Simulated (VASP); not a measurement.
# Al12H in VASP: a series of runs, part 2 of 2

VASP 6.6.1.

### 3 Single point, PBE, collinear spin

INCAR

```
SYSTEM = Al12H
ALGO     = Normal         ! electronic algorithm
DIPOL    = 0.5 0.5 0.302
EDIFF    = 1E-7           ! SCF threshold, eV
ENCUT    = 520            ! plane-wave cutoff, eV
GGA      = PE             ! functional
IDIPOL   = 3            
ISIF     = 2              ! what is computed and relaxed
ISMEAR   = 0              ! smearing method
ISPIN    = 2              ! spin polarisation
LASPH    = .True.         ! aspherical terms in the spheres
LCHARG   = .True.         ! write CHGCAR
LDIPOL   = .True.       
LELF     = .True.         ! ELF
LORBIT   = 11             ! projections on sites
LREAL    = .False.        ! projectors in reciprocal space
LVACPOTAV= .True.       
LVHAR    = .True.       
LWAVE    = .False.        ! write WAVECAR
MAGMOM   = 0 0 0 0 0 0 0 0 0 0 0 0 1 ! initial moments
NBANDS   = 34             ! bands
NELM     = 150            ! most SCF steps
PREC     = Accurate       ! precision mode
SIGMA    = 0.1            ! smearing width, eV
```

KPOINTS

```
k-points
0
Gamma
  6 6 1
  0 0 0
```

POSCAR

```
Al12H
1.0
    5.7143028096      0.0000000000      0.0000000000
   -2.8571514048      4.9487313980      0.0000000000
    0.0000000000      0.0000000000     21.6016424764
Al H
12 1
Direct
    0.3333333333      0.1666666667      0.1851711047
    0.3333333333      0.6666666667      0.1851711047
    0.8333333333      0.1666666667      0.1851711047
    0.8333333333      0.6666666667      0.1851711047
    0.1666666667      0.3333333333      0.2916873740
    0.1666666667      0.8333333333      0.2916873740
    0.6666666667      0.3333333333      0.2916873740
    0.6666666667      0.8333333333      0.2916873740
    0.0000000000      0.0000000000      0.3981939098
    0.0000000000      0.5000000000      0.3981939098
    0.5000000000      0.0000000000      0.3981939098
    0.5000000000      0.5000000000      0.3981939098
    0.3333333333     -0.3333333333      0.4301359254
```

Potentials or basis: VASP PAW PBE potentials, release 64 (Al, H).

On the command line:

```sh
$ cat potpaw_PBE.64/Al/POTCAR potpaw_PBE.64/H/POTCAR > POTCAR
$ mpirun -np 1 vasp_std > vasp.out
```

OUTCAR:

```text
SYSTEM = Al12H
   EDIFF = 1E-7
   ENCUT = 520
   GGA = PE
   ISIF = 2
   ISMEAR = 0
   ISPIN = 2
   LASPH = .True.
   LORBIT = 11
   LREAL = .False.
   NELM = 150
   PREC = Accurate

 ion  position               nearest neighbor table
   1  0.333  0.167  0.185-   5 2.83   6 2.83   7 2.83   4 2.86   2 2.86   2 2.86   4 2.86   3 2.86
                             3 2.86
   2  0.333  0.667  0.185-   6 2.83   5 2.83   8 2.83   3 2.86   1 2.86   1 2.86   3 2.86   4 2.86
                             4 2.86
   3  0.833  0.167  0.185-   7 2.83   8 2.83   5 2.83   4 2.86   2 2.86   4 2.86   2 2.86   1 2.86
                             1 2.86
   4  0.833  0.667  0.185-   8 2.83   7 2.83   6 2.83   3 2.86   1 2.86   3 2.86   1 2.86   2 2.86
                             2 2.86
   5  0.167  0.333  0.292-   9 2.83  12 2.83  10 2.83   1 2.83   2 2.83   3 2.83   8 2.86   6 2.86
                             6 2.86   8 2.86   7 2.86   7 2.86
   6  0.167  0.833  0.292-  10 2.83  11 2.83   9 2.83   2 2.83   1 2.83   4 2.83   7 2.86   5 2.86
                             5 2.86   7 2.86   8 2.86   8 2.86
   7  0.667  0.333  0.292-  11 2.83  10 2.83  12 2.83   3 2.83   4 2.83   1 2.83   8 2.86   6 2.86
                             8 2.86   6 2.86   5 2.86   5 2.86
   8  0.667  0.833  0.292-  12 2.83   9 2.83  11 2.83   4 2.83   3 2.83   2 2.83   7 2.86   5 2.86
                             7 2.86   5 2.86   6 2.86   6 2.86
   9  0.000  0.000  0.398-   5 2.83   8 2.83   6 2.83  10 2.86  12 2.86  10 2.86  12 2.86  11 2.86
                            11 2.86
  10  0.000  0.500  0.398-  13 1.79   6 2.83   7 2.83   5 2.83  11 2.86   9 2.86   9 2.86  11 2.86
                            12 2.86  12 2.86
  11  0.500  0.000  0.398-  13 1.79   7 2.83   6 2.83   8 2.83  12 2.86  10 2.86  12 2.86  10 2.86
                             9 2.86   9 2.86
  12  0.500  0.500  0.398-  13 1.79   8 2.83   5 2.83   7 2.83  11 2.86   9 2.86  11 2.86   9 2.86
                            10 2.86  10 2.86
  13  0.333  0.667  0.430-  11 1.79  10 1.79  12 1.79

  LATTYP: Found a hexagonal cell.
 ALAT       =     5.7143028096
 C/A-ratio  =     3.7802761240

  Lattice vectors:

 A1 = (   5.7143028096,   0.0000000000,   0.0000000000)
 A2 = (  -2.8571514048,   4.9487313980,   0.0000000000)
 A3 = (   0.0000000000,   0.0000000000,  21.6016424764)

Analysis of symmetry for initial positions (statically):
=====================================================================
 Subroutine PRICEL returns:
 Original cell was already a primitive cell.

 Routine SETGRP: Setting up the symmetry group for a
 hexagonal supercell.

 Subroutine GETGRP returns: Found  6 space group operations
 (whereof  6 operations were pure point group operations)
 out of a pool of 24 trial point group operations.

The static configuration has the point symmetry C_3v.

Analysis of symmetry for dynamics (positions and initial velocities):
=====================================================================
 Subroutine PRICEL returns:
 Original cell was already a primitive cell.

 Routine SETGRP: Setting up the symmetry group for a
 hexagonal supercell.

 Subroutine GETGRP returns: Found  6 space group operations
 (whereof  6 operations were pure point group operations)
 out of a pool of 24 trial point group operations.

The dynamic configuration has the point symmetry C_3v.

Analysis of structural, dynamic, and magnetic symmetry:
=====================================================================
 Subroutine PRICEL returns:
 Original cell was already a primitive cell.

 Routine SETGRP: Setting up the symmetry group for a
 hexagonal supercell.

[... 151 lines left out ...]

 dipolmoment           0.000000      0.000000     -0.017894 electrons x Angstroem

 Free energy of the ion-electron system (eV)
  ---------------------------------------------------
  ext. energy  EPLUGINS =         0.00000000
  ---------------------------------------------------
  free energy    TOTEN  =       -45.17522901 eV

  energy without entropy =      -45.15569466  energy(sigma->0) =      -45.16546183

 E-fermi :   0.1262     XC(G=0):  -4.1342

 val. band max:        0.0532237680   @ k =   0.1667   0.1667   0.0000
 cond. band min:       0.1487134181   @ k =   0.1667   0.1667   0.0000
 fundamental gap:      0.0954896501
 Fermi energy:         0.1262067852

 spin component 1

 k-point     1 :       0.0000    0.0000    0.0000
  band No.  band energies     occupation
      1     -10.7116      1.00000
      2      -9.3400      1.00000
      3      -7.1652      1.00000
      4      -5.3764      1.00000
      5      -4.6803      1.00000
      6      -4.6803      1.00000
[... 220 lines left out ...]
     29       3.2961      0.00000
     30       3.3700      0.00000
 Fermi energy:         0.1262067852

 spin component 2

 k-point     1 :       0.0000    0.0000    0.0000
  band No.  band energies     occupation
      1     -10.7116      1.00000
      2      -9.3400      1.00000
      3      -7.1652      1.00000
      4      -5.3764      1.00000
      5      -4.6803      1.00000
      6      -4.6803      1.00000
[... 220 lines left out ...]
     29       3.2961      0.00000
     30       3.3700      0.00000
 [bands above 30 left out]

------------------------ aborting loop because EDIFF is reached ----------------------------------------

  FORCE on cell =-STRESS in cart. coord.  units (eV):
  Direction    XX          YY          ZZ          XY          YZ          ZX
  --------------------------------------------------------------------------------------
  -------------------------------------------------------------------------------------
  Total       -1.2534314     -1.2534314      0.5444425      0.0000000      0.0000000      0.0000000
  in kB       -3.2875113     -3.2875113      1.4279688      0.0000000      0.0000000      0.0000000
  external PRESSURE =      -1.7156846 kB  Pullay stress =       0.0000000 kB

 VOLUME and BASIS-vectors are now :
 -----------------------------------------------------------------------------
  energy-cutoff  :      520.00
  volume of cell :      610.86
      direct lattice vectors                 reciprocal lattice vectors
     5.714302810  0.000000000  0.000000000     0.174999476  0.101035995  0.000000000
    -2.857151405  4.948731398  0.000000000     0.000000000  0.202071990  0.000000000
     0.000000000  0.000000000 21.601642476     0.000000000  0.000000000  0.046292776

 POSITION                                       TOTAL-FORCE (eV/Angst)
 -----------------------------------------------------------------------------------
      1.42858      0.82479      4.00000        -0.052792     -0.030479     -0.074428
     -0.00000      3.29915      4.00000         0.000000     -0.000000      0.049375
      4.28573      0.82479      4.00000         0.052792     -0.030479     -0.074428
      2.85715      3.29915      4.00000         0.000000      0.060958     -0.074428
      0.00000      1.64958      6.30093         0.000000      0.018647      0.094125
     -1.42858      4.12394      6.30093         0.016148     -0.009323      0.094125
      2.85715      1.64958      6.30093         0.000000     -0.000000     -0.014058
      1.42858      4.12394      6.30093        -0.016148     -0.009323      0.094125
      0.00000      0.00000      8.60164         0.000000     -0.000000      0.066202
     -1.42858      2.47437      8.60164        -0.726034     -0.419176     -0.238739
      2.85715      0.00000      8.60164        -0.000000      0.838351     -0.238739
      1.42858      2.47437      8.60164         0.726034     -0.419176     -0.238739
     -0.00000      3.29915      9.29164        -0.000000     -0.000000      0.555608
 -----------------------------------------------------------------------------------
    total drift:                                0.000000     -0.000000      0.000175

  FREE ENERGIE OF THE ION-ELECTRON SYSTEM (eV)
  ---------------------------------------------------
  free  energy   TOTEN  =       -45.1752290077 eV

  energy  without entropy=      -45.1556946590  energy(sigma->0) =      -45.16546183

 vacuum level on the upper side and lower side of the slab         3.853         3.967

 total charge

# of ion       s       p       d       tot
------------------------------------------
    1        0.455   0.310   0.000   0.764
    2        0.449   0.309   0.000   0.759
    3        0.455   0.310   0.000   0.764
    4        0.455   0.310   0.000   0.764
    5        0.428   0.351   0.000   0.779
    6        0.428   0.351   0.000   0.779
    7        0.434   0.349   0.000   0.783
    8        0.428   0.351   0.000   0.779
    9        0.439   0.323   0.000   0.762
   10        0.447   0.320   0.000   0.767
   11        0.447   0.320   0.000   0.767
   12        0.447   0.320   0.000   0.767
   13        0.568   0.018   0.000   0.586
--------------------------------------------------
tot          5.880   3.940   0.000   9.820

 magnetization (x)

# of ion       s       p       d       tot
------------------------------------------
    1       -0.000  -0.000   0.000  -0.000
    2       -0.000  -0.000   0.000  -0.000
    3       -0.000  -0.000   0.000  -0.000
    4       -0.000  -0.000   0.000  -0.000
    5       -0.000  -0.000   0.000  -0.000
    6       -0.000  -0.000   0.000  -0.000
    7       -0.000   0.000   0.000  -0.000
    8       -0.000  -0.000   0.000  -0.000
    9        0.000   0.000   0.000   0.000
   10        0.000   0.000   0.000   0.000
   11        0.000   0.000   0.000   0.000
   12        0.000   0.000   0.000   0.000
   13       -0.000  -0.000   0.000  -0.000
--------------------------------------------------
tot         -0.000   0.000   0.000  -0.000
```

It took 9.6 min on 1 thread of Intel Xeon 6975P-C (Granite Rapids), shared host; peak memory 0.9 GiB.

What came out:

```
Free energy                                           : -45.1752 eV
Largest force                                         : 0.872 eV/Å
Net moment                                            : 0.00 μB per cell
Valence electrons inside the program's atomic spheres : Al 0.76, 0.78, 0.77 (each value once); H 0.59
```

Forces on the atoms (eV/Å):
```
Al  -0.053 -0.030 -0.074
Al   0.000  0.000  0.049
Al   0.053 -0.030 -0.074
Al   0.000  0.061 -0.074
Al   0.000  0.019  0.094
Al   0.016 -0.009  0.094
Al   0.000  0.000 -0.014
Al  -0.016 -0.009  0.094
Al   0.000  0.000  0.066
Al  -0.726 -0.419 -0.239
Al   0.000  0.838 -0.239
Al   0.726 -0.419 -0.239
H    0.000  0.000  0.556
```
